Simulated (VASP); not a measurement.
# ZrC (F-43m) in VASP: a series of runs

The runs below take ZrC through single point, relaxation of cell and atoms, with PBEsol-based screened hybrid, r2SCAN0, PBEsol-based global hybrid.

All numbers are computed with VASP 6.6.1; they aren't measurements. Logs are shortened: lines on timing, memory, paths and dates and some standing lists are left out, and cuts for length are marked.

## Step 1: The cell of the first run

The structure is cubic, space group F-43m (No. 216). The conventional cell has a = 5.091 Å, b = 5.091 Å, c = 5.091 Å, α = 90.00°, β = 90.00°, γ = 90.00°. Within 2.9 Å of Zr (site symmetry -43m) lie 4 C at 2.20 Å. Within 2.9 Å of C (site symmetry -43m) lie 4 Zr at 2.20 Å.

## Step 2: Single point, PBEsol-based screened hybrid

The input, POSCAR:

```
ZrC
1.0
    0.0000000000      2.5455200000      2.5455200000
    2.5455200000      0.0000000000      2.5455200000
    2.5455200000      2.5455200000      0.0000000000
Zr C
1 1
Direct
    0.5000000000      0.5000000000      0.5000000000
    0.7500000000      0.7500000000      0.7500000000
```

The input, INCAR.step1:

```
  ALGO = Normal
  EDIFF = 1E-5
  ENCUT = 520
  GGA = PE
  ISIF = 2
  ISMEAR = -1
  LASPH = True
  LCHARG = False
  LREAL = False
  LWAVE = True
  NBANDS = 15
  NELM = 100
  PREC = Accurate
  SIGMA = 0.05
```

The input, INCAR.step2:

```
  AEXX = 0.25
  ALGO = Normal
  EDIFF = 1E-6
  ENCUT = 520
  GGA = PS
  HFSCREEN = 0.207
  ISIF = 2
  ISMEAR = -1
  ISTART = 1
  LASPH = True
  LCHARG = False
  LHFCALC = True
  LREAL = False
  LWAVE = False
  NBANDS = 15
  NELM = 100
  PREC = Accurate
  PRECFOCK = Normal
  SIGMA = 0.05
```

The input, KPOINTS:

```
k-points
0
Gamma
  5 5 5
```

Potentials or basis: VASP PAW PBE potentials, release 64 (Zr_sv, C).

Started as:

```console
$ cat potpaw_PBE.64/Zr_sv/POTCAR potpaw_PBE.64/C/POTCAR > POTCAR
$ cp INCAR.step1 INCAR
$ mpirun -np 1 vasp_std > vasp.out
$ cp INCAR.step2 INCAR
$ mpirun -np 1 vasp_std > vasp.out
```

OUTCAR:

```text
AEXX = 0.25
   EDIFF = 1E-6
   ENCUT = 520
   GGA = PS
   HFSCREEN = 0.207
   ISIF = 2
   ISMEAR = -1
   ISTART = 1
   LASPH = True
   LHFCALC = True
   LREAL = False
   NELM = 100
   PREC = Accurate
   PRECFOCK = Normal

 ion  position               nearest neighbor table
   1  0.500  0.500  0.500-   2 2.20   2 2.20   2 2.20   2 2.20
   2  0.750  0.750  0.750-   1 2.20   1 2.20   1 2.20   1 2.20

  LATTYP: Found a face centered cubic cell.
 ALAT       =     5.0910400000

  Lattice vectors:

 A1 = (   0.0000000000,   2.5455200000,   2.5455200000)
 A2 = (   2.5455200000,   0.0000000000,   2.5455200000)
 A3 = (   2.5455200000,   2.5455200000,   0.0000000000)

Analysis of symmetry for initial positions (statically):
=====================================================================
 Subroutine PRICEL returns:
 Original cell was already a primitive cell.

 Routine SETGRP: Setting up the symmetry group for a
 face centered cubic supercell.

 Subroutine GETGRP returns: Found 24 space group operations
 (whereof 24 operations were pure point group operations)
 out of a pool of 48 trial point group operations.

The static configuration has the point symmetry T_d .

Analysis of symmetry for dynamics (positions and initial velocities):
=====================================================================
 Subroutine PRICEL returns:
 Original cell was already a primitive cell.

 Routine SETGRP: Setting up the symmetry group for a
 face centered cubic supercell.

 Subroutine GETGRP returns: Found 24 space group operations
 (whereof 24 operations were pure point group operations)
 out of a pool of 48 trial point group operations.

The dynamic configuration has the point symmetry T_d .

 Subroutine INISYM returns: Found 24 space group operations
 (whereof 24 operations are pure point group operations),
 and found     1 'primitive' translations

----------------------------------------------------------------------------------------

                                     Primitive cell

  volume of cell :      32.9883

  direct lattice vectors                    reciprocal lattice vectors
     0.000000000  2.545520000  2.545520000    -0.196423521  0.196423521  0.196423521
     2.545520000  0.000000000  2.545520000     0.196423521 -0.196423521  0.196423521
     2.545520000  2.545520000  0.000000000     0.196423521  0.196423521 -0.196423521

  length of vectors
     3.599908907  3.599908907  3.599908907     0.340215517  0.340215517  0.340215517

  position of ions in fractional coordinates (direct lattice)
     0.500000000  0.500000000  0.500000000
     0.750000000  0.750000000  0.750000000

  ion indices of the primitive-cell ions
   primitive index   ion index
                 1           1
                 2           2

----------------------------------------------------------------------------------------

 KPOINTS: k-points

Automatic generation of k-mesh.
 Grid dimensions read from file:
 generate k-points for:    5    5    5

 Generating k-lattice:

  Cartesian coordinates                     Fractional coordinates (reciprocal lattice)
    -0.039284704  0.039284704  0.039284704     0.200000000  0.000000000  0.000000000
     0.039284704 -0.039284704  0.039284704     0.000000000  0.200000000  0.000000000
     0.039284704  0.039284704 -0.039284704     0.000000000  0.000000000  0.200000000

  Length of vectors
     0.068043103  0.068043103  0.068043103

  Shift w.r.t. Gamma in fractional coordinates (k-lattice)
     0.000000000  0.000000000  0.000000000

 Subroutine IBZKPT returns following result:
 ===========================================

 Found     10 irreducible k-points:

 Following reciprocal coordinates:
            Coordinates               Weight
  0.000000  0.000000  0.000000      1.000000
  0.200000  0.000000  0.000000      8.000000
  0.400000  0.000000  0.000000      8.000000
  0.200000  0.200000  0.000000      6.000000
  0.400000  0.200000  0.000000     24.000000
 -0.400000  0.200000  0.000000     24.000000
 -0.200000  0.200000  0.000000     12.000000
  0.400000  0.400000  0.000000      6.000000
 -0.400000  0.400000  0.000000     12.000000
 -0.400000  0.400000  0.200000     24.000000
   k-points           NKPTS =     10   k-points in BZ     NKDIM =    125   number of bands    NBANDS=     15
   number of dos      NEDOS =    301   number of ions     NIONS =      2
   total plane-waves  NPLWV =  21952
   dimension x,y,z NGX =    28 NGY =   28 NGZ =   28
   dimension x,y,z NGXF=    56 NGYF=   56 NGZF=   56
   ions per type =               1   1
   NGX,Y,Z   is equivalent  to a cutoff of  12.93, 12.93, 12.93 a.u.
   NGXF,Y,Z  is equivalent  to a cutoff of  25.86, 25.86, 25.86 a.u.
 SYSTEM =  unknown system
   PREC   = accura    normal or accurate (medium, high low for compatibility)
   ISTART =      1    job   : 0-new  1-cont  2-samecut
   ICHARG =      0    charge: 1-file 2-atom 10-const
   ISPIN  =      1    spin polarized calculation?
   LNONCOLLINEAR =      F non collinear calculations
   LSORBIT =      F    spin-orbit coupling
   LASPH  =      T    aspherical Exc in radial PAW
   ENCUT  =  520.0 eV  38.22 Ry    6.18 a.u.   6.69  6.69  6.69*2*pi/ulx,y,z
   NELM   =    100;   NELMIN=  2; NELMDL=  0     # of ELM steps
   EDIFF  = 0.1E-05   stopping-criterion for ELM
   LREAL  =      F    real-space projection
   EDIFFG = 0.1E-04   stopping-criterion for IOM
   NSW    =      0    number of steps for IOM
   IBRION =     -1    ionic relax: 0-MD 1-quasi-New 2-CG
   NFREE  =      0    steps in history (QN), initial steepest desc. (CG)
   ISIF   =      2    stress and relaxation
   ISYM   =      3    0-nonsym 1-usesym 2-fastsym
   POTIM  = 0.5000    time-step for ionic-motion
   TEBEG  =    0.0;   TEEND  =   0.0 temperature during run
   PSTRESS=    0.0 pullay stress
   NELECT =      16.0000    total number of electrons
   NUPDOWN=      -1.0000    fix difference up-down
   EMIN   =  10.00;   EMAX   =-10.00  energy-range for DOS
   EFERMI =   0.00;   METHOD = LEGACY
   ISMEAR =    -1;   SIGMA  =   0.05  broadening in eV -4-tet -1-fermi 0-gaus
   EFERMI_NEDOS =   21; number of points for ismear=-14 and -15
   IALGO  =     38    algorithm
   IMIX   =      1    mixing-type and parameters
     AMIX     =   0.40;   BMIX     =  1.00
     AMIX_MAG =   1.60;   BMIX_MAG =  1.00
  volume/ion in A,a.u.               =      16.49       111.31
  Fermi-wavevector in a.u.,A,eV,Ry     =   1.286259  2.430676 22.510313  1.654461
  Thomas-Fermi vector in A             =   2.418344
   LORBIT       =      0    0 simple, 1 ext, 2 COOP (PROOUT), +10 PAW based schemes
   GGA     = PS    functional components
   LHFCALC =     T    Hartree Fock is set to
   PRECFOCK=normal    Normal, Fast or Accurate (Low or Medium for compatibility)
   ENCUT4O =  -1.0   cutoff for four orbital integrals eV
   NKREDX  =     1    reduce k-point grid by
   NKREDY  =     1    reduce k-point grid by
   NKREDZ  =     1    reduce k-point grid by
   AEXX    =    0.2500 exact exchange contribution
   HFSCREEN=    0.2070 screening length (either q_TF or 0.3 A-1)
   HFSCREENC=   0.2070 screening length for correlation (either q_TF or 0.3 A-1)
   ENCUTFOCK=  -1.0 apply spherical cutoff to Coloumb kernel
   IVDW    =     0    specifies the selected vdW correction
   LEPSILON=     F    determine dielectric tensor
   LRPA    =     F    only Hartree local field effects (RPA)
 non-spin polarized calculation
  energy-cutoff  :      520.00
  volume of cell :       32.99
 maximum number of plane-waves:       899
  NGX = 24; NGY = 24; NGZ = 24

 number of electron      16.0000001 magnetization

 Free energy of the ion-electron system (eV)
  ---------------------------------------------------
  ext. energy  EPLUGINS =         0.00000000
  ---------------------------------------------------
  free energy    TOTEN  =       -21.67823590 eV

  energy without entropy =      -21.67823552  energy(sigma->0) =      -21.67823571

 E-fermi :   6.4489     XC(G=0):  -8.9301

 val. band max:        5.7031621504   @ k =  -0.4000   0.4000   0.2000
 cond. band min:       7.1279533495   @ k =  -0.4000   0.4000   0.0000
 fundamental gap:      1.4247911991
 Fermi energy:         6.4488572757

 k-point     1 :       0.0000    0.0000    0.0000
  band No.  band energies     occupation
      1     -45.1760      2.00000
      2     -21.6860      2.00000
      3     -21.6860      2.00000
      4     -21.6860      2.00000
      5      -5.0228      2.00000
      6       3.5191      2.00000
      7       3.5191      2.00000
      8       3.5191      2.00000
      9      10.1548      0.00000
     10      10.1548      0.00000
     11      10.1707      0.00000
     12      15.7359      0.00000
     13      15.7359      0.00000
     14      15.7359      0.00000
     15      21.5353      0.00000

 k-point     2 :       0.2000    0.0000    0.0000
  band No.  band energies     occupation
      1     -45.1607      2.00000
      2     -21.8679      2.00000
      3     -21.7117      2.00000
      4     -21.7117      2.00000
      5      -4.4899      2.00000
      6       3.0540      2.00000
      7       3.8332      2.00000
      8       3.8332      2.00000
      9       9.8402      0.00000
     10       9.8402      0.00000
     11      11.5909      0.00000
     12      15.0391      0.00000
     13      16.1117      0.00000
     14      16.1117      0.00000
     15      17.8029      0.00000

 k-point     3 :       0.4000    0.0000    0.0000
  band No.  band energies     occupation
      1     -45.1359      2.00000
      2     -22.1506      2.00000
      3     -21.7526      2.00000
      4     -21.7526      2.00000
      5      -3.7309      2.00000
      6       3.2301      2.00000
      7       4.1914      2.00000
      8       4.1914      2.00000
      9      10.4579      0.00000
     10      10.4579      0.00000
     11      11.1580      0.00000
     12      14.1192      0.00000
     13      14.4110      0.00000
     14      14.4110      0.00000
     15      17.7393      0.00000

 k-point     4 :       0.2000    0.2000    0.0000
  band No.  band energies     occupation
      1     -45.1557      2.00000
      2     -21.8659      2.00000
      3     -21.7505      2.00000
      4     -21.7505      2.00000
      5      -4.3084      2.00000
      6       2.6478      2.00000
      7       4.1594      2.00000
      8       4.1594      2.00000
      9       8.5835      0.00000
     10      10.6128      0.00000
     11      12.3200      0.00000
     12      15.4346      0.00000
     13      15.4346      0.00000
     14      15.7971      0.00000
     15      19.6683      0.00000
[... 55 lines left out ...]
 k-point     8 :       0.4000    0.4000    0.0000
  band No.  band energies     occupation
      1     -45.1228      2.00000
      2     -22.1339      2.00000
      3     -21.8539      2.00000
      4     -21.8539      2.00000
      5      -3.2876      2.00000
      6       2.0760      2.00000
      7       5.6764      2.00000
      8       5.6764      2.00000
      9       7.2633      0.00000
     10      11.5169      0.00000
     11      12.3992      0.00000
     12      12.8477      0.00000
     13      12.8477      0.00000
     14      17.5652      0.00000
     15      20.8079      0.00000

 k-point     9 :      -0.4000    0.4000    0.0000
  band No.  band energies     occupation
      1     -45.1176      2.00000
      2     -22.1304      2.00000
      3     -21.9409      2.00000
      4     -21.8475      2.00000
      5      -3.1508      2.00000
      6       2.5487      2.00000
      7       5.6638      2.00000
      8       5.6964      2.00000
      9       7.1280      0.00000
     10      10.7883      0.00000
     11      11.1032      0.00000
     12      13.3429      0.00000
     13      13.6684      0.00000
     14      18.9402      0.00000
     15      20.2172      0.00000

 k-point    10 :      -0.4000    0.4000    0.2000
  band No.  band energies     occupation
      1     -45.1207      2.00000
      2     -22.0942      2.00000
      3     -21.9419      2.00000
      4     -21.8415      2.00000
      5      -3.2278      2.00000
      6       3.0466      2.00000
      7       4.4093      2.00000
      8       5.7032      2.00000
      9       7.7314      0.00000
     10      10.0662      0.00000
     11      11.7041      0.00000
     12      13.3151      0.00000
     13      14.7868      0.00000
     14      17.9698      0.00000
     15      18.8955      0.00000

------------------------ aborting loop because EDIFF is reached ----------------------------------------

  FORCE on cell =-STRESS in cart. coord.  units (eV):
  Direction    XX          YY          ZZ          XY          YZ          ZX
  --------------------------------------------------------------------------------------
  -------------------------------------------------------------------------------------
  Total       -0.7725505     -0.7725505     -0.7725505      0.0000000     -0.0000000     -0.0000000
  in kB      -37.5213029    -37.5213029    -37.5213029      0.0000000     -0.0000000     -0.0000000
  external PRESSURE =     -37.5213029 kB  Pullay stress =       0.0000000 kB

 VOLUME and BASIS-vectors are now :
 -----------------------------------------------------------------------------
  energy-cutoff  :      520.00
  volume of cell :       32.99
      direct lattice vectors                 reciprocal lattice vectors
     0.000000000  2.545520000  2.545520000    -0.196423521  0.196423521  0.196423521
     2.545520000  0.000000000  2.545520000     0.196423521 -0.196423521  0.196423521
     2.545520000  2.545520000  0.000000000     0.196423521  0.196423521 -0.196423521

 POSITION                                       TOTAL-FORCE (eV/Angst)
 -----------------------------------------------------------------------------------
      2.54552      2.54552      2.54552        -0.000000     -0.000000     -0.000000
      3.81828      3.81828      3.81828         0.000000      0.000000      0.000000
 -----------------------------------------------------------------------------------
    total drift:                                0.000002     -0.000000      0.000000

  FREE ENERGIE OF THE ION-ELECTRON SYSTEM (eV)
  ---------------------------------------------------
  free  energy   TOTEN  =       -21.6782359032 eV

  energy  without entropy=      -21.6782355174  energy(sigma->0) =      -21.67823571
```

Run time: 9.5 min. Hardware: 1 thread of AMD EPYC 7R13 (Zen 3), shared host; peak memory 0.25 GiB.

What came out:

| Quantity | Value |
| --- | --- |
| Free energy | -21.6782 eV |
| Pressure | -3.8 GPa |
| Band gap on the k mesh | 1.42 eV, indirect (least direct gap 1.43 eV) |

Caveat: the k points lie up to 0.43 Å⁻¹ apart; the PAW data sets were made with another functional, which shifts forces and pressure a little.

(Part 1 of 2 ends here.)
